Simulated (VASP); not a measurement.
# Be18HCO in VASP: further runs

The runs below take Be18HCO through single point, with PBE+D3(BJ).

Program: VASP 6.6.1. These are calculated values, not measurements. Logs are shortened: lines on timing, memory, paths and dates and some standing lists are left out, and cuts for length are marked.

## (1) The cell of the first run

The cell holds a slab with vacuum, 21 atoms: a = 4.580 Å, b = 6.870 Å, c = 14.588 Å, α = 90.00°, β = 90.00°, γ = 60.00°.

## (2) Single point, PBE+D3(BJ)

File INCAR:

```
PREC = Accurate
ENCUT = 520
EDIFF = 1E-6
ISMEAR = 0
SIGMA = 0.15
LREAL = Auto
LASPH = T
NELM = 80
ALGO = Normal
ISIF = 2
LWAVE = F
LCHARG = T
GGA = PE
IVDW = 12
LELF = T
LVHAR = T
NBANDS = 40
```

File KPOINTS:

```
Automatic mesh
0
Gamma
  5 4 1
```

File POSCAR:

```
Be18HCO
1.0
    4.5800000000      0.0000000000      0.0000000000
    3.4350000000      5.9495950000      0.0000000000
    0.0000000000      0.0000000000     14.5884300000
Be C H O
18 1 1 1
Direct
    0.0000000000      0.0000000000      0.0685474722
    0.5000000000      0.0000000000      0.0685474722
    0.0000000420      0.3333332773      0.0685474722
    0.5000000420      0.3333332773      0.0685474722
   -0.0000000420      0.6666667227      0.0685474722
    0.4999999580      0.6666667227      0.0685474722
   -0.1657988526      0.2212237976      0.1867448382
    0.3431305754      0.2168305574      0.1919890626
   -0.1649896038      0.5596370845      0.1936105530
    0.3275292746      0.5564733398      0.1910923931
   -0.1586313233      0.8834653451      0.1906046778
    0.3363584046      0.8901125203      0.1890805248
   -0.0032203258      0.0106303034      0.3073533615
    0.5022784550     -0.0036990753      0.3149116800
    0.0000780901      0.3258877285      0.3080992951
    0.5223998360      0.3265763468      0.3086621384
    0.0280331869      0.6440273666      0.3234957429
    0.4990207061      0.6669741386      0.3076004752
    0.6925989904      0.8568176489      0.4183842264
    0.5703243711      0.9590449434      0.4801297329
    0.9554835434      0.6661771095      0.4343893757
```

Potentials or basis: VASP PAW PBE potentials, release 64 (Be, C, H, O).

Launch:

```bash
$ cat potpaw_PBE.64/Be/POTCAR potpaw_PBE.64/C/POTCAR potpaw_PBE.64/H/POTCAR potpaw_PBE.64/O/POTCAR > POTCAR
$ mpirun -np 1 vasp_std > vasp.out
```

OUTCAR:

```text
PREC = Accurate
   ENCUT = 520
   EDIFF = 1E-6
   ISMEAR = 0
   LREAL = Auto
   LASPH = T
   NELM = 80
   ISIF = 2
   GGA = PE
   IVDW = 12
 IVDW          = 12

 ion  position               nearest neighbor table
   1  0.000  0.000  0.069-   7 2.17  12 2.21  11 2.22   5 2.29   3 2.29   6 2.29   4 2.29   2 2.29
                             2 2.29
   2  0.500  0.000  0.069-  12 2.19   8 2.22  11 2.24   6 2.29   4 2.29   3 2.29   5 2.29   1 2.29
                             1 2.29
   3  0.000  0.333  0.069-   7 2.17   8 2.26   9 2.27   1 2.29   2 2.29   4 2.29   4 2.29   6 2.29
                             5 2.29
   4  0.500  0.333  0.069-   7 2.17  10 2.23   8 2.23   2 2.29   1 2.29   3 2.29   3 2.29   5 2.29
                             6 2.29
   5  1.000  0.667  0.069-  11 2.20  10 2.21   9 2.24   1 2.29   2 2.29   6 2.29   6 2.29   4 2.29
                             3 2.29
   6  0.500  0.667  0.069-  12 2.20  10 2.23   9 2.26   2 2.29   1 2.29   5 2.29   5 2.29   3 2.29
                             4 2.29
   7  0.834  0.221  0.187-  13 2.16  16 2.17   1 2.17   3 2.17   4 2.17  15 2.19   8 2.27  12 2.29
                            11 2.30  10 2.31   8 2.32   9 2.33
   8  0.343  0.217  0.192-  15 2.17  16 2.18   2 2.22  14 2.22   4 2.23   3 2.26  12 2.26   7 2.27
                            11 2.29  10 2.30   7 2.32   9 2.34
   9  0.835  0.560  0.194-  18 2.13  15 2.17   5 2.24  11 2.24  10 2.25   6 2.26   3 2.27  12 2.28
[... 15 lines left out ...]
  17  0.028  0.644  0.323-  21 1.64  19 2.04  16 2.23  18 2.25  15 2.26  10 2.27   9 2.28  18 2.36

  18  0.499  0.667  0.308-   9 2.13  10 2.16  12 2.18  17 2.25  14 2.27  16 2.29  15 2.32  13 2.33
                            17 2.36
  19  0.693  0.857  0.418-  20 1.11  21 1.28  14 1.77  17 2.04
  20  0.570  0.959  0.480-  19 1.11
  21  0.955  0.666  0.434-  19 1.28  17 1.64

  LATTYP: Found a simple monoclinic cell.
 ALAT       =     4.5800000000
 B/A-ratio  =     3.1852467249
 C/A-ratio  =     1.3228757576
 COS(beta)  =    -0.1889822219

  Lattice vectors:

 A1 = (   4.5800000000,   0.0000000000,   0.0000000000)
 A2 = (   0.0000000000,   0.0000000000, -14.5884300000)
 A3 = (  -1.1450000000,   5.9495950000,   0.0000000000)

Analysis of symmetry for initial positions (statically):
=====================================================================
 Subroutine PRICEL returns:
 Original cell was already a primitive cell.

 Routine SETGRP: Setting up the symmetry group for a
 simple monoclinic supercell.

 Subroutine GETGRP returns: Found  1 space group operations
 (whereof  1 operations were pure point group operations)
 out of a pool of  4 trial point group operations.

The static configuration has the point symmetry C_1 .

Analysis of symmetry for dynamics (positions and initial velocities):
=====================================================================
 Subroutine PRICEL returns:
 Original cell was already a primitive cell.

 Routine SETGRP: Setting up the symmetry group for a
 simple monoclinic supercell.

 Subroutine GETGRP returns: Found  1 space group operations
 (whereof  1 operations were pure point group operations)
 out of a pool of  4 trial point group operations.

The dynamic configuration has the point symmetry C_1 .

 Subroutine INISYM returns: Found  1 space group operations
 (whereof  1 operations are pure point group operations),
 and found     1 'primitive' translations

----------------------------------------------------------------------------------------

                                     Primitive cell

  volume of cell :     397.5222

  direct lattice vectors                    reciprocal lattice vectors
     4.580000000  0.000000000  0.000000000     0.218340611 -0.126059001  0.000000000
     3.435000000  5.949595000  0.000000000     0.000000000  0.168078668  0.000000000
     0.000000000  0.000000000 14.588430000     0.000000000  0.000000000  0.068547472

  length of vectors
     4.580000000  6.870000412 14.588430000     0.252118016  0.168078668  0.068547472

  position of ions in fractional coordinates (direct lattice)
     0.000000000  0.000000000  0.068547472
     0.500000000  0.000000000  0.068547472
     0.000000042  0.333333277  0.068547472
     0.500000042  0.333333277  0.068547472
     0.999999958  0.666666723  0.068547472
     0.499999958  0.666666723  0.068547472
[... 13 lines left out ...]
     0.570324371  0.959044943  0.480129733
     0.955483543  0.666177109  0.434389376

  ion indices of the primitive-cell ions
   primitive index   ion index
                 1           1
                 2           2
                 3           3
                 4           4
                 5           5
                 6           6
[... 13 lines left out ...]
                20          20
                21          21

----------------------------------------------------------------------------------------

 KPOINTS: Automatic mesh

Automatic generation of k-mesh.
[... 42 lines left out ...]
 SYSTEM =  unknown system
   PREC   = accura    normal or accurate (medium, high low for compatibility)
   ISTART =      0    job   : 0-new  1-cont  2-samecut
   ICHARG =      2    charge: 1-file 2-atom 10-const
   ISPIN  =      1    spin polarized calculation?
   LNONCOLLINEAR =      F non collinear calculations
   LSORBIT =      F    spin-orbit coupling
   LASPH  =      T    aspherical Exc in radial PAW
   ENCUT  =  520.0 eV  38.22 Ry    6.18 a.u.   8.52 12.77 27.12*2*pi/ulx,y,z
   NELM   =     80;   NELMIN=  2; NELMDL= -5     # of ELM steps
   EDIFF  = 0.1E-05   stopping-criterion for ELM
   LREAL  =      T    real-space projection
   EDIFFG = 0.1E-04   stopping-criterion for IOM
   NSW    =      0    number of steps for IOM
   IBRION =     -1    ionic relax: 0-MD 1-quasi-New 2-CG
   NFREE  =      0    steps in history (QN), initial steepest desc. (CG)
   ISIF   =      2    stress and relaxation
   ISYM   =      2    0-nonsym 1-usesym 2-fastsym
   POTIM  = 0.5000    time-step for ionic-motion
   TEBEG  =    0.0;   TEEND  =   0.0 temperature during run
   PSTRESS=    0.0 pullay stress
   NELECT =      47.0000    total number of electrons
   NUPDOWN=      -1.0000    fix difference up-down
   EMIN   =  10.00;   EMAX   =-10.00  energy-range for DOS
   EFERMI =   0.00;   METHOD = LEGACY
   ISMEAR =     0;   SIGMA  =   0.15  broadening in eV -4-tet -1-fermi 0-gaus
   EFERMI_NEDOS =   21; number of points for ismear=-14 and -15
   IALGO  =     38    algorithm
   IMIX   =      4    mixing-type and parameters
     AMIX     =   0.40;   BMIX     =  1.00
     AMIX_MAG =   1.60;   BMIX_MAG =  1.00
  volume/ion in A,a.u.               =      18.93       127.74
  Fermi-wavevector in a.u.,A,eV,Ry     =   0.803502  1.518399  8.784132  0.645615
  Thomas-Fermi vector in A             =   1.911382
   LORBIT       =      0    0 simple, 1 ext, 2 COOP (PROOUT), +10 PAW based schemes
   GGA     = PE    functional components
   LHFCALC =     F    Hartree Fock is set to
   AEXX    =    0.0000 exact exchange contribution
   IVDW    =    12    specifies the selected vdW correction
   LEPSILON=     F    determine dielectric tensor
   LRPA    =     F    only Hartree local field effects (RPA)
 non-spin polarized calculation
 Gauss-broadening in eV      SIGMA  =   0.15
  energy-cutoff  :      520.00
  volume of cell :      397.52
 maximum number of plane-waves:     10726
 NGX is ok and might be reduce to    36
   NGX = 17   NGY = 25   NGZ = 55

 number of electron      46.9999998 magnetization

 Free energy of the ion-electron system (eV)
  ---------------------------------------------------
  ext. energy  EPLUGINS =         0.00000000
  ---------------------------------------------------
  free energy    TOTEN  =       -80.29426456 eV

  energy without entropy =      -80.25030484  energy(sigma->0) =      -80.27228470

 E-fermi :  -0.3726     XC(G=0):  -5.6875

 val. band max:       -0.4462128440   @ k =   0.4000   0.0000   0.0000
 cond. band min:      -0.2672953631   @ k =   0.4000   0.5000   0.0000
 fundamental gap:      0.1789174809
 Fermi energy:        -0.3725777588

 k-point     1 :       0.0000    0.0000    0.0000
  band No.  band energies     occupation
      1     -22.8215      2.00000
      2     -11.3790      2.00000
      3     -10.1674      2.00000
      4      -8.5208      2.00000
      5      -7.7425      2.00000
      6      -7.0496      2.00000
[... 407 lines left out ...]
     34       4.0860      0.00000
     35       4.5698      0.00000
 [bands above 35 left out]

------------------------ aborting loop because EDIFF is reached ----------------------------------------

 Edisp (eV)   -4.34632

 E8    (eV) :    -1.5632

  FORCE on cell =-STRESS in cart. coord.  units (eV):
  Direction    XX          YY          ZZ          XY          YZ          ZX
  --------------------------------------------------------------------------------------
  -------------------------------------------------------------------------------------
  Total     -14.02268   -11.54739     1.85040    -0.40149     1.20846    -0.85176
  in kB     -56.51714   -46.54069     7.45787    -1.61819     4.87060    -3.43295
  external pressure =      -31.87 kB  Pullay stress =        0.00 kB

 VOLUME and BASIS-vectors are now :
 -----------------------------------------------------------------------------
  energy-cutoff  :      520.00
  volume of cell :      397.52
      direct lattice vectors                 reciprocal lattice vectors
     4.580000000  0.000000000  0.000000000     0.218340611 -0.126059001  0.000000000
     3.435000000  5.949595000  0.000000000     0.000000000  0.168078668  0.000000000
     0.000000000  0.000000000 14.588430000     0.000000000  0.000000000  0.068547472

 POSITION                                       TOTAL-FORCE (eV/Angst)
 -----------------------------------------------------------------------------------
      0.00000      0.00000      1.00000        -0.023146     -0.161141     -0.061150
      2.29000      0.00000      1.00000         0.104657      0.067732     -0.132443
      1.14500      1.98320      1.00000         0.272291      0.061729     -0.100352
      3.43500      1.98320      1.00000        -0.209197     -0.024350     -0.193688
      6.87000      3.96640      1.00000        -0.012303     -0.065923      0.112075
      4.58000      3.96640      1.00000         0.018467     -0.013907     -0.023123
[... 13 lines left out ...]
      5.90641      5.70593      7.00434        -0.123184      0.082153      0.022494
      6.66443      3.96348      6.33706         0.237165     -0.482530      0.278450
 -----------------------------------------------------------------------------------
    total drift:                                0.000636     -0.007676      0.000412

  FREE ENERGIE OF THE ION-ELECTRON SYSTEM (eV)
  ---------------------------------------------------
  free  energy   TOTEN  =       -84.6405796463 eV

  energy  without entropy=      -84.5966199326  energy(sigma->0) =      -84.61859979
```

Wall time 12 min (1 thread of Oxide Virtual Turin-like, shared host); peak memory 0.5 GiB.

What came out:

* Free energy: -84.6406 eV
* Largest force: 0.820 eV/Å
* Band gap on the k mesh: zero (an odd number of electrons rules out a gap without spin polarisation)
* Dispersion energy per atom: -0.207 eV

Forces on the atoms (eV/Å):
```
Be  -0.023 -0.161 -0.061
Be   0.105  0.068 -0.132
Be   0.272  0.062 -0.100
Be  -0.209 -0.024 -0.194
Be  -0.012 -0.066  0.112
Be   0.018 -0.014 -0.023
Be   0.006 -0.016  0.000
Be   0.008  0.007  0.005
Be  -0.016 -0.031  0.056
Be   0.017 -0.041 -0.035
Be   0.013  0.012  0.010
Be  -0.010 -0.024 -0.020
Be  -0.019 -0.031  0.008
Be   0.018  0.000  0.014
Be  -0.031 -0.038 -0.055
Be  -0.014  0.018  0.061
Be   0.011 -0.058 -0.020
Be   0.019 -0.037  0.024
C   -0.265  0.774  0.048
H   -0.123  0.082  0.022
O    0.237 -0.483  0.278
```

Caveat: there is no dipole correction, which matters where the two faces differ; an odd number of electrons without spin polarisation forces a metal; a magnetic or distorted state may lie lower.

## (3) Single point, PBE+D3(BJ)

File INCAR:

```
SYSTEM = Be18HCO
PREC = Accurate
ENCUT = 520
EDIFF = 1E-6
ISMEAR = 0
SIGMA = 0.15
LREAL = Auto
LASPH = .TRUE.
NELM = 80
ALGO = Normal
ISIF = 2
LWAVE = .FALSE.
LCHARG = .FALSE.
GGA = PE
IVDW = 12
NBANDS = 40
```

File KPOINTS:

```
regular mesh
0
G
  5 4 1
  0 0 0
```

File POSCAR:

```
Be18HCO
1.0
    4.5800000000      0.0000000000      0.0000000000
    3.4350000000      5.9495950000      0.0000000000
    0.0000000000      0.0000000000     14.5884300000
Be C H O
18 1 1 1
Direct
    0.0000000000      0.0000000000      0.0685474722
    0.5000000000      0.0000000000      0.0685474722
    0.0000000420      0.3333332773      0.0685474722
    0.5000000420      0.3333332773      0.0685474722
   -0.0000000420      0.6666667227      0.0685474722
    0.4999999580      0.6666667227      0.0685474722
   -0.1658756275      0.2125724524      0.1894286774
    0.3351393623      0.2187172404      0.1909102624
   -0.1669557201      0.5605319354      0.1911575132
    0.3360680270      0.5515451052      0.1933295084
   -0.1664269393      0.8842213630      0.1913824174
    0.3266028373      0.8819845721      0.1924381856
   -0.0146960622     -0.0059615823      0.3224190677
    0.4629160370      0.0108257789      0.3117529439
   -0.0092264864      0.3307604971      0.3099565889
    0.5125630543      0.3174498432      0.3118755068
    0.0382559711      0.6280129992      0.3217190609
    0.5257668927      0.6444709262      0.3083686181
    0.6844435542      0.9407576482      0.4107234295
    0.5907365710      1.0154388660      0.4786271038
    1.0077037535      0.7713513273      0.4131177927
```

Potentials or basis: VASP PAW PBE potentials, release 64 (Be, C, H, O).

Launch:

```bash
$ cat potpaw_PBE.64/Be/POTCAR potpaw_PBE.64/C/POTCAR potpaw_PBE.64/H/POTCAR potpaw_PBE.64/O/POTCAR > POTCAR
$ mpirun -np 1 vasp_std > vasp.out
```

Wall time 11 min (1 thread of Oxide Virtual Turin-like, shared host); peak memory 0.48 GiB.

Results (log left out):

```
Free energy                : -84.9223 eV
Largest force              : 0.563 eV/Å
Band gap on the k mesh     : zero (an odd number of electrons rules out a gap without spin polarisation)
Dispersion energy per atom : -0.207 eV
```

Forces on the atoms (eV/Å):
```
Be   0.000 -0.125  0.097
Be  -0.070  0.001 -0.093
Be   0.049 -0.094 -0.196
Be  -0.140 -0.037 -0.108
Be   0.071 -0.120  0.055
Be  -0.061  0.000  0.070
Be  -0.009 -0.038  0.046
Be  -0.020  0.012  0.005
Be  -0.017 -0.018 -0.006
Be   0.017 -0.038  0.003
Be  -0.013  0.004  0.025
Be  -0.056 -0.043  0.011
Be  -0.103 -0.088  0.167
Be  -0.087  0.041 -0.029
Be  -0.045 -0.018  0.037
Be  -0.054 -0.045  0.070
Be   0.013 -0.106 -0.034
Be   0.034 -0.102  0.032
C   -0.064  0.503 -0.032
H    0.039  0.146  0.028
O    0.517  0.165 -0.149
```

Levels at points of the mesh, in eV from the Fermi level:
```
           k point  band 21  band 22  band 23  band 24  band 25  band 26  band 27  band 28
(0.00, 0.00, 0.00)    -1.42    -0.92    -0.41    -0.06     0.73     1.38     2.47     3.02
(0.00, 0.50, 0.00)    -1.65    -1.36    -0.75    -0.40    -0.12     1.18     1.99     2.84
```

Caveat: there is no dipole correction, which matters where the two faces differ; an odd number of electrons without spin polarisation forces a metal; a magnetic or distorted state may lie lower.

## (4) Single point, PBE+D3(BJ)

File INCAR:

```
SYSTEM = Be18HCO
ALGO = Normal
EDIFF = 1E-6
ENCUT = 520
GGA = PE
ISIF = 2
ISMEAR = 0
IVDW = 12
LASPH = .True.
LCHARG = .True.
LELF = .True.
LREAL = Auto
LVHAR = .True.
LWAVE = .False.
NBANDS = 40
NELM = 100
PREC = Accurate
SIGMA = 0.15
```

File KPOINTS:

```
k-points
0
Gamma
  5 4 1
  0 0 0
```

File POSCAR:

```
Be18HCO
1.0
    4.5800000000      0.0000000000      0.0000000000
    3.4350000000      5.9495950000      0.0000000000
    0.0000000000      0.0000000000     14.5884300000
Be C H O
18 1 1 1
Direct
    0.0000000000      0.0000000000      0.0685474722
    0.5000000000      0.0000000000      0.0685474722
    0.0000000420      0.3333332773      0.0685474722
    0.5000000420      0.3333332773      0.0685474722
   -0.0000000420      0.6666667227      0.0685474722
    0.4999999580      0.6666667227      0.0685474722
   -0.1645790847      0.2157913270      0.1910820424
    0.3316159743      0.2289184390      0.1907853004
   -0.1713067429      0.5671728916      0.1906016617
    0.3421447661      0.5510291037      0.1972696171
   -0.1715783472      0.8907542446      0.1904158981
    0.3249540143      0.8834048368      0.1946590552
    0.0053505760      0.0040772523      0.3214352058
    0.4525730426      0.0246097423      0.3102202910
   -0.0114665049      0.3462944957      0.3106671520
    0.5167709129      0.3128518832      0.3195860692
    0.0261773534      0.6484715346      0.3289988025
    0.5275538052      0.6542697444      0.3113288407
    0.6721652854      1.0315219775      0.4024422779
    0.6166035966      1.1149407649      0.4692590635
    1.0051621324      0.8363718875      0.4020240012
```

Launch:

```bash
$ cat potpaw_PBE.64/Be/POTCAR potpaw_PBE.64/C/POTCAR potpaw_PBE.64/H/POTCAR potpaw_PBE.64/O/POTCAR > POTCAR
$ mpirun -np 1 vasp_std > vasp.out
```

Run time: 11 min. Hardware: 1 thread of Oxide Virtual Turin-like, shared host; peak memory 0.5 GiB.

The run converged. Its results:

* Free energy: -85.2911 eV
* Largest force: 0.225 eV/Å
* Band gap on the k mesh: zero (an odd number of electrons rules out a gap without spin polarisation)
* Dispersion energy per atom: -0.207 eV

Forces on the atoms (eV/Å):
```
Be   0.140  0.013  0.059
Be  -0.221  0.046  0.003
Be   0.030 -0.061 -0.207
Be  -0.026  0.069 -0.017
Be   0.141 -0.130  0.051
Be  -0.058  0.060  0.071
Be   0.000  0.005  0.005
Be  -0.006  0.000  0.002
Be   0.001 -0.004  0.001
Be  -0.004  0.002  0.002
Be   0.004 -0.003  0.013
Be   0.000  0.005  0.001
Be   0.042  0.024 -0.044
Be  -0.026 -0.013 -0.019
Be  -0.007  0.007  0.001
Be   0.003  0.013  0.004
Be  -0.002 -0.022 -0.012
Be   0.003  0.001  0.010
C   -0.088  0.125  0.040
H   -0.002  0.005  0.010
O    0.077 -0.145  0.025
```

Levels at points of the mesh, in eV from the Fermi level:
```
           k point  band 21  band 22  band 23  band 24  band 25  band 26
(0.00, 0.00, 0.00)    -1.31    -1.00    -0.42     0.05     0.51     1.66
(0.00, 0.50, 0.00)    -1.61    -1.15    -0.87    -0.45    -0.06     1.07
```

Caveat: there is no dipole correction, which matters where the two faces differ; an odd number of electrons without spin polarisation forces a metal; a magnetic or distorted state may lie lower.

## (5) The runs side by side

| cell | gap on the mesh (eV) | largest force (eV/Å) |
| --- | --- | --- |
| as given, atomic positions A | none | 0.82 |
| as given, atomic positions B | none | 0.56 |
| as given, atomic positions C | none | 0.23 |

Alike in all rows: task single point; level PBE+D3(BJ); potentials or basis VASP PAW PBE potentials, release 64 (Be, C, H, O); no spin polarisation; k mesh 5 × 4 × 1; cutoff (eV) 520; smearing gaussian 0.15 eV.

Caveats: there is no dipole correction, which matters where the two faces differ; an odd number of electrons without spin polarisation forces a metal; a magnetic or distorted state may lie lower.

Total energies depend on the potentials used, so only differences within one code and one set of settings carry meaning.

The gap in the log of VASP goes by the Fermi energy; the results here count the filled bands.